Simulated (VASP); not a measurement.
Input of a VASP 6.6.1 run:

File INCAR:

```
  PREC = Accurate
  ENCUT = 520
  EDIFF = 1E-6
  ISMEAR = 0
  SIGMA = 0.1
  LREAL = False
  LASPH = True
  NELM = 100
  ALGO = Normal
  ISIF = 2
  LWAVE = False
  LCHARG = True
  GGA = PE
  LELF = True
  LVHAR = True
  NBANDS = 37
```

File KPOINTS:

```
regular mesh
0
Gamma
  3 3 4
```

The input POSCAR:

```
Rb3LuBe2
1.0
    6.5889692400      0.0000000000      0.0000000000
   -3.2944846200      5.7062147500      0.0000000000
    0.0000000000      0.0000000000      4.5326483500
Rb Lu Be
3 1 2
Direct
    0.5000000000      0.0000000000      0.5000000000
    0.0000000000      0.5000000000      0.5000000000
    0.5000000000      0.5000000000      0.5000000000
    0.0000000000      0.0000000000      0.0000000000
    0.3333333300      0.6666666700      0.0000000000
    0.6666666700      0.3333333300      0.0000000000
```

Potentials or basis: VASP PAW PBE potentials, release 64 (Rb_sv, Lu, Be).

The run is started by

```console
$ cat potpaw_PBE.64/Rb_sv/POTCAR potpaw_PBE.64/Lu/POTCAR potpaw_PBE.64/Be/POTCAR > POTCAR
$ mpirun -np 1 vasp_std > vasp.out
```

Predict the pressure.

6.7 GPa.

Estimate the band gap on the k mesh.

zero (band 28 reaches 2.92 eV, above the bottom of band 29 at 2.11 eV).

Stress tensor (GPa, compression positive):
```
 4.57  0.00  0.00
 0.00  4.57  0.00
 0.00  0.00 11.08
```

Caveat: the k points lie up to 0.37 Å⁻¹ apart; spin-orbit coupling is left out, which moves the levels of the heavy elements.
